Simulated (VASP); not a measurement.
A run of VASP 6.6.1:

Contents of INCAR:

```
SYSTEM = Si
ALGO = Normal
EDIFF = 1E-6
ENCUT = 400
GGA = PE
GGA_COMPAT = .False.
ISIF = 2
ISMEAR = 0
ISPIN = 2
IVDW = 12
LASPH = .True.
LCHARG = .False.
LORBIT = 11
LREAL = Auto
LWAVE = .False.
MAGMOM = 0 0 0 0 0 0 0 0 0 0 0 0 0 0 0 0 0 0 0 0 0 0 0 0 0 0 0 0 0 0 0 0 0 0 0 0 0 0 0 0.16 0 0 0 0 0 0 0 0 0 0 0 0 0 0.16 0 0 0 0.16 0.16 0 0 0 0
NBANDS = 167
NELECT = 253.0
NELM = 200
PREC = Accurate
SIGMA = 0.05
```

File KPOINTS:

```
k-points
0
Gamma
  1 1 1
  0 0 0
```

POSCAR

```
Si
1.0
   10.8600000000      0.0000000000      0.0000000000
    0.0000000000     10.8600000000      0.0000000000
    0.0000000000      0.0000000000     10.8600000000
Si
63
Direct
    0.4994416206      0.0009256906     -0.0009255985
    0.6246702578      0.1253297422      0.1246886740
    0.7490743094      0.2505583794     -0.0009255985
    0.8750002762      0.3749996317      0.1249997238
    0.7500214549     -0.0000214549      0.2499785451
    0.8753113260      0.1253297422      0.3753297422
   -0.0000213628     -0.0000210866      0.0000213628
    0.1253298343      0.1253297422      0.1253116022
    0.2502430939      0.2502433702     -0.0004759669
    0.3750000921      0.3749999079      0.1250000000
    0.4997566298      0.4997569061     -0.0004759669
    0.6246702578      0.6246701657      0.1253116022
    0.7500210866      0.7500213628      0.0000213628
    0.8750000921      0.8749999079      0.1249999079
    0.2505587477      0.0009250460      0.2509250460
    0.3744787293      0.1276695212      0.3776695212
    0.4997567219      0.2502432781      0.2504760589
    0.6223304788      0.3755212707      0.3776695212
    0.7490749540      0.4994412523      0.2509250460
    0.8746883978      0.6246701657      0.3753297422
    0.4997567219      0.0004760589      0.5002432781
    0.6223304788      0.1276695212      0.6255212707
    0.7495239411      0.2502432781      0.5002432781
    0.8750000000      0.3749999079      0.6249999079
    0.7490749540      0.0009250460      0.7494412523
    0.8746883978      0.1253297422      0.8746701657
    0.0009253223      0.4994418969     -0.0009253223
    0.1253297422      0.6246702578      0.1246888582
    0.2505581031      0.7490746777     -0.0009253223
    0.3750003683      0.8749997238      0.1249997238
    0.0009255985      0.2505583794      0.2509256906
    0.1276697053      0.3744790055      0.3776697974
    0.2502433702      0.4997566298      0.2504759669
    0.3755209945      0.6223302947      0.3776697974
    0.4994416206      0.7490744015      0.2509256906
    0.6246702578      0.8746886740      0.3753297422
    0.0009255985      0.0009256906      0.5005583794
    0.1276697053      0.1276697974      0.6244790055
    0.2577621547      0.2577620626      0.5077620626
    0.2577621547      0.4922378453      0.7422378453
    0.4922379374      0.4922378453      0.5077620626
    0.6223302026      0.6223302947      0.6244790055
    0.7490743094      0.7490744015      0.5005583794
    0.8750002762      0.8749997238      0.6249996317
    0.2502433702      0.0004759669      0.7497566298
    0.3755209945      0.1276697974      0.8723302947
    0.4922379374      0.2577620626      0.7422378453
    0.6223302026      0.3744790055      0.8723302947
    0.7495240331      0.4997566298      0.7497566298
    0.8753111418      0.6246702578      0.8746702578
   -0.0000213628      0.7500213628      0.2499789134
    0.1253298343      0.8753116022      0.3753297422
    0.0004759669      0.4997569061      0.5002433702
    0.1276697053      0.6223302947      0.6255215470
    0.2502430939      0.7495240331      0.5002433702
    0.3750000921      0.8750000000      0.6249999079
    0.0004759669      0.2502433702      0.7497569061
    0.1276697053      0.3755215470      0.8723302947
    0.3744784530      0.6223302947      0.8723302947
    0.4997566298      0.7495240331      0.7497569061
    0.6246702578      0.8753116022      0.8746701657
    0.0009253223      0.7490746777      0.7494418969
    0.1253297422      0.8746888582      0.8746702578
```

Potentials or basis: VASP PAW PBE potentials, release 64 (Si).

Run with:

```console
$ cat potpaw_PBE.64/Si/POTCAR > POTCAR
$ mpirun -np 1 vasp_gam > vasp.out
```

Hardware: 1 thread of Intel(R) Xeon(R) Platinum 8488C (Sapphire Rapids), with other jobs on the host.

Estimate the wall time of this run.

Wall time 5.6 min on 1 thread of Intel(R) Xeon(R) Platinum 8488C (Sapphire Rapids), with other jobs on the host, peak memory 1 GiB. Counts: scf iterations 17, k points 1.
